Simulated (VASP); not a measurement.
# Si3N4 in VASP: further runs, part 2 of 3

VASP 6.6.1.

## Step 3: Electric field gradients, PBE+D3(BJ)

File INCAR:

```
PREC = Accurate
ENCUT = 520
EDIFF = 1E-8
ISMEAR = -1
SIGMA = 0.02
LREAL = False
LASPH = True
NELM = 100
ALGO = Normal
ISIF = 2
LWAVE = False
LCHARG = False
GGA = PE
IVDW = 12
LEFG = True
NBANDS = 45
```

File KPOINTS:

```
Automatic mesh
0
Gamma
  4 4 10
```

File POSCAR:

```
Si3N4
1.0
    7.5950000000      0.0000000000      0.0000000000
   -3.7975000000      6.5774629417      0.0000000000
    0.0000000000      0.0000000000      2.9023000000
Si N
6 8
Direct
    0.7673199105      0.1735618873      0.3256358181
    0.5937580233      0.7673199105      0.8256358181
    0.8264381127      0.5937580233      0.3256358181
    0.2326800895      0.8264381127      0.8256358181
    0.4062419767      0.2326800895      0.3256358181
    0.1735618873      0.4062419767      0.8256358181
    0.0293608823      0.3297475823      0.3256531517
    0.6996133000      0.0293608823      0.8256531517
    0.6702524177      0.6996133000      0.3256531517
    0.9706391177      0.6702524177      0.8256531517
    0.3003867000      0.9706391177      0.3256531517
    0.3297475823      0.3003867000      0.8256531517
    0.3333333333      0.6666666667     -0.1744669093
    0.6666666667      0.3333333333      0.3255330907
```

Potentials or basis: VASP PAW PBE potentials, release 64 (Si, N).

Command:

```bash
$ cat potpaw_PBE.64/Si/POTCAR potpaw_PBE.64/N/POTCAR > POTCAR
$ mpirun -np 1 vasp_std > vasp.out
```

OUTCAR:

```text
PREC = Accurate
   ENCUT = 520
   EDIFF = 1E-8
   ISMEAR = -1
   LREAL = False
   LASPH = True
   NELM = 100
   ISIF = 2
   GGA = PE
   IVDW = 12
 IVDW          = 12

 ion  position               nearest neighbor table
   1  0.767  0.174  0.326-  14 1.73   8 1.73   8 1.73   7 1.73   3 2.99   5 2.99   6 3.05   6 3.05
                             2 3.05   2 3.05
   2  0.594  0.767  0.826-  13 1.73   9 1.73   9 1.73   8 1.73   6 2.99   4 2.99   3 3.05   3 3.05
                             1 3.05   1 3.05
   3  0.826  0.594  0.326-  14 1.73  10 1.73  10 1.73   9 1.73   1 2.99   5 2.99   2 3.05   2 3.05
                             4 3.05   4 3.05
   4  0.233  0.826  0.826-  13 1.73  11 1.73  11 1.73  10 1.73   6 2.99   2 2.99   3 3.05   3 3.05
                             5 3.05   5 3.05
   5  0.406  0.233  0.326-  14 1.73  12 1.73  12 1.73  11 1.73   3 2.99   1 2.99   6 3.05   6 3.05
                             4 3.05   4 3.05
   6  0.174  0.406  0.826-  13 1.73   7 1.73   7 1.73  12 1.73   4 2.99   2 2.99   5 3.05   5 3.05
                             1 3.05   1 3.05
   7  0.029  0.330  0.326-   6 1.73   6 1.73   1 1.73
   8  0.700  0.029  0.826-   1 1.73   1 1.73   2 1.73
   9  0.670  0.700  0.326-   2 1.73   2 1.73   3 1.73
  10  0.971  0.670  0.826-   3 1.73   3 1.73   4 1.73
  11  0.300  0.971  0.326-   4 1.73   4 1.73   5 1.73
  12  0.330  0.300  0.826-   5 1.73   5 1.73   6 1.73
  13  0.333  0.667  0.826-   4 1.73   6 1.73   2 1.73
  14  0.667  0.333  0.326-   1 1.73   3 1.73   5 1.73

  LATTYP: Found a hexagonal cell.
 ALAT       =     7.5950000000
 C/A-ratio  =     0.3821329822

  Lattice vectors:

 A1 = (   7.5950000000,   0.0000000000,   0.0000000000)
 A2 = (  -3.7975000000,   6.5774629417,   0.0000000000)
 A3 = (   0.0000000000,   0.0000000000,   2.9023000000)

Analysis of symmetry for initial positions (statically):
=====================================================================
 Subroutine PRICEL returns:
 Original cell was already a primitive cell.

 Routine SETGRP: Setting up the symmetry group for a
 hexagonal supercell.

 Subroutine GETGRP returns: Found  6 space group operations
 (whereof  3 operations were pure point group operations)
 out of a pool of 24 trial point group operations.

The static configuration has the point symmetry C_3 .
 The point group associated with its full space group is C_6 .

Analysis of symmetry for dynamics (positions and initial velocities):
=====================================================================
 Subroutine PRICEL returns:
 Original cell was already a primitive cell.

 Routine SETGRP: Setting up the symmetry group for a
 hexagonal supercell.

 Subroutine GETGRP returns: Found  6 space group operations
 (whereof  3 operations were pure point group operations)
 out of a pool of 24 trial point group operations.

The dynamic configuration has the point symmetry C_3 .
 The point group associated with its full space group is C_6 .

 Subroutine INISYM returns: Found  6 space group operations
 (whereof  3 operations are pure point group operations),
 and found     1 'primitive' translations

[... 1305 lines left out ...]

  FORCE on cell =-STRESS in cart. coord.  units (eV):
  Direction    XX          YY          ZZ          XY          YZ          ZX
  --------------------------------------------------------------------------------------
  -------------------------------------------------------------------------------------
  Total       1.82934     1.82934     1.88125    -0.00000     0.00000     0.00000
  in kB      20.21509    20.21509    20.78876    -0.00000     0.00000     0.00000
  external pressure =       20.41 kB  Pullay stress =        0.00 kB

 VOLUME and BASIS-vectors are now :
 -----------------------------------------------------------------------------
  energy-cutoff  :      520.00
  volume of cell :      144.99
      direct lattice vectors                 reciprocal lattice vectors
     7.595000000  0.000000000  0.000000000     0.131665569  0.076017152  0.000000000
    -3.797500000  6.577462942  0.000000000     0.000000000  0.152034304  0.000000000
     0.000000000  0.000000000  2.902300000     0.000000000  0.000000000  0.344554319

 POSITION                                       TOTAL-FORCE (eV/Angst)
 -----------------------------------------------------------------------------------
      5.16869      1.14160      0.94509        -0.004483      0.002398      0.000794
      1.59569      5.04702      2.39624        -0.004319     -0.002683      0.000794
      4.02200      3.90542      0.94509         0.000165     -0.005082      0.000794
     -1.37119      5.43587      2.39624         0.004483     -0.002398      0.000794
      2.20181      1.53044      0.94509         0.004319      0.002683      0.000794
     -0.22450      2.67204      2.39624        -0.000165      0.005082      0.000794
     -1.02922      2.16890      0.94514         0.000492      0.003769     -0.001380
      5.20207      0.19312      2.39629        -0.003018      0.002311     -0.001380
      2.43379      4.60168      0.94514        -0.003510     -0.001458     -0.001380
      4.82672      4.40856      2.39629        -0.000492     -0.003769     -0.001380
     -1.40457      6.38434      0.94514         0.003018     -0.002311     -0.001380
      1.36371      1.97578      2.39629         0.003510      0.001458     -0.001380
     -0.00000      4.38498      2.39594        -0.000000      0.000000      0.001758
      3.79750      2.19249      0.94479         0.000000      0.000000      0.001758
 -----------------------------------------------------------------------------------
    total drift:                                0.000000     -0.000000     -0.000673

  FREE ENERGIE OF THE ION-ELECTRON SYSTEM (eV)
  ---------------------------------------------------
  free  energy   TOTEN  =      -118.0880470707 eV

  energy  without entropy=     -118.0880470707  energy(sigma->0) =     -118.08804707

 Electric field gradients (V/A^2)
---------------------------------------------------------------------
 ion       V_xx      V_yy      V_zz      V_xy      V_xz      V_yz
---------------------------------------------------------------------
   1       0.186     3.719    -3.904     7.635    -0.008    -0.009
   2      -3.776     7.681    -3.904    -5.347     0.003    -0.011
   3       9.447    -5.543    -3.904    -2.288     0.012    -0.003
   4       0.186     3.719    -3.904     7.635     0.008     0.009
   5      -3.776     7.681    -3.904    -5.347    -0.003     0.011
   6       9.447    -5.543    -3.904    -2.288    -0.012     0.003
   7       1.965   -27.285    25.321    30.244    -0.006    -0.007
   8     -46.165    20.845    25.319    -2.458     0.003    -0.008
   9       6.221   -31.542    25.320   -27.789     0.009    -0.002
  10       1.965   -27.285    25.321    30.244     0.006     0.007
  11     -46.165    20.845    25.319    -2.458    -0.003     0.008
  12       6.221   -31.542    25.320   -27.789    -0.009     0.002
  13      22.748    22.747   -45.495    -0.000    -0.000    -0.000
  14      22.748    22.747   -45.495    -0.000     0.000     0.000
---------------------------------------------------------------------

 Electric field gradients after diagonalization (V/A^2)
 (convention: |V_zz| > |V_xx| > |V_yy|)
----------------------------------------------------------------------
 ion       V_xx      V_yy      V_zz     asymmetry (V_yy - V_xx)/ V_zz
----------------------------------------------------------------------
   1      -5.884    -3.904     9.789       0.202
   2      -5.884    -3.904     9.789       0.202
   3      -5.884    -3.904     9.789       0.202
   4      -5.884    -3.904     9.789       0.202
   5      -5.884    -3.904     9.789       0.202
   6      -5.884    -3.904     9.789       0.202
   7      25.321    20.935   -46.255       0.095
   8      25.319    20.935   -46.255       0.095
   9      25.320    20.936   -46.257       0.095
  10      25.321    20.935   -46.255       0.095
  11      25.319    20.935   -46.255       0.095
  12      25.320    20.936   -46.257       0.095
  13      22.748    22.747   -45.495       0.000
  14      22.748    22.747   -45.495       0.000
----------------------------------------------------------------------

           NMR quadrupolar parameters

 Cq : quadrupolar parameter    Cq=e*Q*V_zz/h
 eta: asymmetry parameters     (V_yy - V_xx)/ V_zz
 Q  : nuclear electric quadrupole moment in mb (millibarn)
----------------------------------------------------------------------
 ion       Cq(MHz)       eta       Q (mb)
----------------------------------------------------------------------
   1       0.024       0.202       1.000
   2       0.024       0.202       1.000
   3       0.024       0.202       1.000
   4       0.024       0.202       1.000
   5       0.024       0.202       1.000
   6       0.024       0.202       1.000
   7      -0.112       0.095       1.000
   8      -0.112       0.095       1.000
   9      -0.112       0.095       1.000
  10      -0.112       0.095       1.000
  11      -0.112       0.095       1.000
  12      -0.112       0.095       1.000
  13      -0.110       0.000       1.000
  14      -0.110       0.000       1.000
----------------------------------------------------------------------
```

It used 190 s of CPU time on 1 thread of Intel(R) Xeon(R) Platinum 8488C (Sapphire Rapids) (shared host).

Results:

| Quantity | Value |
| --- | --- |
| Free energy | -118.0880 eV |
| Pressure | 2.0 GPa |
| Largest force | 0.005 eV/Å |
| Band gap on the k mesh | 4.35 eV (least direct gap 4.54 eV) |
| Largest electric field gradient by atom | Si +9.8; N -46.3, -45.5 (each value once) V/Å² |
| Dispersion energy per atom | -0.258 eV |

Forces on the atoms (eV/Å):
```
Si  -0.004  0.002  0.001
Si  -0.004 -0.003  0.001
Si   0.000 -0.005  0.001
Si   0.004 -0.002  0.001
Si   0.004  0.003  0.001
Si   0.000  0.005  0.001
N    0.000  0.004 -0.001
N   -0.003  0.002 -0.001
N   -0.004 -0.001 -0.001
N    0.000 -0.004 -0.001
N    0.003 -0.002 -0.001
N    0.004  0.001 -0.001
N    0.000  0.000  0.002
N    0.000  0.000  0.002
```

Electric field gradients, principal values (V/Å²):
| atom | least | middle | greatest (by size) |
| --- | --- | --- | --- |
| 1 Si | -3.904 | -5.884 | 9.789 |
| 2 Si | -3.904 | -5.884 | 9.789 |
| 3 Si | -3.904 | -5.884 | 9.789 |
| 4 Si | -3.904 | -5.884 | 9.789 |
| 5 Si | -3.904 | -5.884 | 9.789 |
| 6 Si | -3.904 | -5.884 | 9.789 |
| 7 N | 20.935 | 25.321 | -46.255 |
| 8 N | 20.935 | 25.319 | -46.255 |
| 9 N | 20.936 | 25.320 | -46.257 |
| 10 N | 20.935 | 25.321 | -46.255 |
| 11 N | 20.935 | 25.319 | -46.255 |
| 12 N | 20.936 | 25.320 | -46.257 |
| 13 N | 22.747 | 22.748 | -45.495 |
| 14 N | 22.747 | 22.748 | -45.495 |

Caveat: without QUAD_EFG the Cq values of the log hold for a quadrupole moment of 1 mb, not for the nuclei.

## Step 4: Electric field gradients, PBE (atom 5 (Si) moved by 0.10 Å)

File INCAR:

```
  PREC = Accurate
  ENCUT = 520
  EDIFF = 1E-8
  ISMEAR = -1
  SIGMA = 0.02
  LREAL = False
  LASPH = True
  NELM = 100
  ALGO = Normal
  ISIF = 2
  LWAVE = False
  LCHARG = False
  GGA = PE
  LEFG = True
  NBANDS = 45
```

KPOINTS is that of step 3.

Edit POSCAR of step 3 so:

```diff
@@ -12,3 +12,3 @@
     0.2326800895      0.8264381127      0.8256358181
-    0.4062419767      0.2326800895      0.3256358181
+    0.4138436919      0.2478835199      0.3256358181
     0.1735618873      0.4062419767      0.8256358181
```

Potentials or basis: VASP PAW PBE potentials, release 64 (Si, N).

Command:

```bash
$ cat potpaw_PBE.64/Si/POTCAR potpaw_PBE.64/N/POTCAR > POTCAR
$ mpirun -np 1 vasp_std > vasp.out
```

OUTCAR:

```text
PREC = Accurate
   ENCUT = 520
   EDIFF = 1E-8
   ISMEAR = -1
   LREAL = False
   LASPH = True
   NELM = 100
   ISIF = 2
   GGA = PE

 ion  position               nearest neighbor table
   1  0.767  0.174  0.326-  14 1.73   8 1.73   8 1.73   7 1.73   3 2.99   5 3.01   6 3.05   6 3.05
                             2 3.05   2 3.05
   2  0.594  0.767  0.826-  13 1.73   9 1.73   9 1.73   8 1.73   6 2.99   4 2.99   3 3.05   3 3.05
                             1 3.05   1 3.05
   3  0.826  0.594  0.326-  14 1.73  10 1.73  10 1.73   9 1.73   5 2.91   1 2.99   2 3.05   2 3.05
                             4 3.05   4 3.05
   4  0.233  0.826  0.826-  13 1.73  11 1.73  11 1.73  10 1.73   6 2.99   2 2.99   3 3.05   3 3.05
                             5 3.14   5 3.14
   5  0.414  0.248  0.326-  14 1.69  12 1.71  12 1.71  11 1.83   3 2.91   1 3.01   6 3.01   6 3.01
                             4 3.14   4 3.14
   6  0.174  0.406  0.826-  13 1.73   7 1.73   7 1.73  12 1.73   4 2.99   2 2.99   5 3.01   5 3.01
                             1 3.05   1 3.05
   7  0.029  0.330  0.326-   6 1.73   6 1.73   1 1.73
   8  0.700  0.029  0.826-   1 1.73   1 1.73   2 1.73
   9  0.670  0.700  0.326-   2 1.73   2 1.73   3 1.73
  10  0.971  0.670  0.826-   3 1.73   3 1.73   4 1.73
  11  0.300  0.971  0.326-   4 1.73   4 1.73   5 1.83
  12  0.330  0.300  0.826-   5 1.71   5 1.71   6 1.73
  13  0.333  0.667  0.826-   4 1.73   6 1.73   2 1.73
  14  0.667  0.333  0.326-   5 1.69   1 1.73   3 1.73

  LATTYP: Found a hexagonal cell.
 ALAT       =     7.5950000000
 C/A-ratio  =     0.3821329822

  Lattice vectors:

 A1 = (   7.5950000000,   0.0000000000,   0.0000000000)
 A2 = (  -3.7975000000,   6.5774629417,   0.0000000000)
 A3 = (   0.0000000000,   0.0000000000,   2.9023000000)

Analysis of symmetry for initial positions (statically):
=====================================================================
 Subroutine PRICEL returns:
 Original cell was already a primitive cell.

 Routine SETGRP: Setting up the symmetry group for a
 hexagonal supercell.

 Subroutine GETGRP returns: Found  1 space group operations
 (whereof  1 operations were pure point group operations)
 out of a pool of 24 trial point group operations.

The static configuration has the point symmetry C_1 .
[... 1359 lines left out ...]
    total drift:                               -0.000005     -0.000006     -0.000678

  FREE ENERGIE OF THE ION-ELECTRON SYSTEM (eV)
  ---------------------------------------------------
  free  energy   TOTEN  =      -114.3171186983 eV

  energy  without entropy=     -114.3171186983  energy(sigma->0) =     -114.31711870

 Electric field gradients (V/A^2)
---------------------------------------------------------------------
 ion       V_xx      V_yy      V_zz      V_xy      V_xz      V_yz
---------------------------------------------------------------------
   1       1.056     4.049    -5.105     6.314    -0.008    -0.009
   2      -4.368     7.469    -3.101    -5.806     0.003    -0.011
   3      10.046    -4.453    -5.593    -2.210     0.012    -0.003
   4       3.937     4.045    -7.982     7.377     0.008     0.009
   5     -20.071    37.637   -17.566   -11.074    -0.003     0.010
   6      10.032    -6.074    -3.958    -3.336    -0.012     0.003
   7       3.091   -28.472    25.381    30.054    -0.006    -0.007
   8     -47.488    21.925    25.564    -3.380     0.003    -0.008
   9       4.509   -29.182    24.672   -27.350     0.009    -0.002
  10       2.663   -28.317    25.654    29.356     0.006     0.007
  11     -48.067    26.751    21.316    -3.078    -0.003     0.009
  12       8.064   -34.579    26.515   -22.588    -0.009     0.002
  13      22.952    22.445   -45.397     1.216     0.001    -0.001
  14      22.926    20.678   -43.604    -3.421    -0.001     0.001
---------------------------------------------------------------------

 Electric field gradients after diagonalization (V/A^2)
 (convention: |V_zz| > |V_xx| > |V_yy|)
----------------------------------------------------------------------
 ion       V_xx      V_yy      V_zz     asymmetry (V_yy - V_xx)/ V_zz
----------------------------------------------------------------------
   1      -5.105    -3.936     9.041       0.129
   2      -6.740    -3.101     9.841       0.370
   3      -5.593    -4.783    10.376       0.078
   4      -7.982    -3.386    11.368       0.404
   5     -22.123   -17.566    39.689       0.115
   6      -6.738    -3.958    10.696       0.260
   7      25.381    21.255   -46.636       0.088
   8      25.564    22.089   -47.652       0.073
   9      24.672    19.785   -44.458       0.110
  10      25.654    20.365   -46.019       0.115
  11      26.878    21.316   -48.194       0.115
  12      26.515    17.804   -44.319       0.197
  13      23.941    21.456   -45.397       0.055
  14      25.403    18.201   -43.604       0.165
----------------------------------------------------------------------

           NMR quadrupolar parameters

 Cq : quadrupolar parameter    Cq=e*Q*V_zz/h
 eta: asymmetry parameters     (V_yy - V_xx)/ V_zz
 Q  : nuclear electric quadrupole moment in mb (millibarn)
----------------------------------------------------------------------
 ion       Cq(MHz)       eta       Q (mb)
----------------------------------------------------------------------
   1       0.022       0.129       1.000
   2       0.024       0.370       1.000
   3       0.025       0.078       1.000
   4       0.027       0.404       1.000
   5       0.096       0.115       1.000
   6       0.026       0.260       1.000
   7      -0.113       0.088       1.000
   8      -0.115       0.073       1.000
   9      -0.107       0.110       1.000
  10      -0.111       0.115       1.000
  11      -0.117       0.115       1.000
  12      -0.107       0.197       1.000
  13      -0.110       0.055       1.000
  14      -0.105       0.165       1.000
----------------------------------------------------------------------
```

Wall time 8.5 min (1 thread of Oxide Virtual Turin-like, shared host); peak memory 0.48 GiB.

What came out:

- Free energy: -114.3171 eV
- Pressure: 6.3 GPa
- Largest force: 2.903 eV/Å
- Band gap on the k mesh: 4.28 eV (least direct gap 4.53 eV)
- Largest electric field gradient by atom: Si +9.0, +9.8, +10.4, +11.4, +39.7, +10.7; N -46.6, -47.7, -44.5, -46.0, -48.2, -44.3, -45.4, -43.6 V/Å²

Forces on the atoms (eV/Å):
```
Si  -0.010 -0.254  0.001
Si  -0.219  0.128  0.001
Si   0.396  0.358  0.001
Si  -0.078  0.742  0.001
Si   0.121 -2.900  0.001
Si  -0.221  0.228  0.001
N    0.016 -0.057 -0.001
N    0.092  0.086 -0.001
N    0.000 -0.145 -0.001
N   -0.204 -0.245 -0.001
N   -0.096  1.104 -0.001
N   -0.448  0.664 -0.002
N    0.176 -0.241  0.002
N    0.475  0.532  0.002
```

Stress tensor (GPa, compression positive):
```
8.22 0.52 0.00
0.52 3.96 0.00
0.00 0.00 6.78
```

Electric field gradients, principal values (V/Å²):
```tsv
atom	least	middle	greatest (by size)
1 Si	-3.936	-5.105	9.041
2 Si	-3.101	-6.740	9.841
3 Si	-4.783	-5.593	10.376
4 Si	-3.386	-7.982	11.368
5 Si	-17.566	-22.123	39.689
6 Si	-3.958	-6.738	10.696
7 N	21.255	25.381	-46.636
8 N	22.089	25.564	-47.652
9 N	19.785	24.672	-44.458
10 N	20.365	25.654	-46.019
11 N	21.316	26.878	-48.194
12 N	17.804	26.515	-44.319
13 N	21.456	23.941	-45.397
14 N	18.201	25.403	-43.604
```

Caveat: the cell differs from its parent crystal (atom 5 (Si) moved by 0.10 Å); the cell stands under pressure; without QUAD_EFG the Cq values of the log hold for a quadrupole moment of 1 mb, not for the nuclei; forces of over 1 eV/Å act on the atoms, so gaps and moduli don't describe the material at rest. A k mesh can miss the band edges.

[end of part 2 of 3]
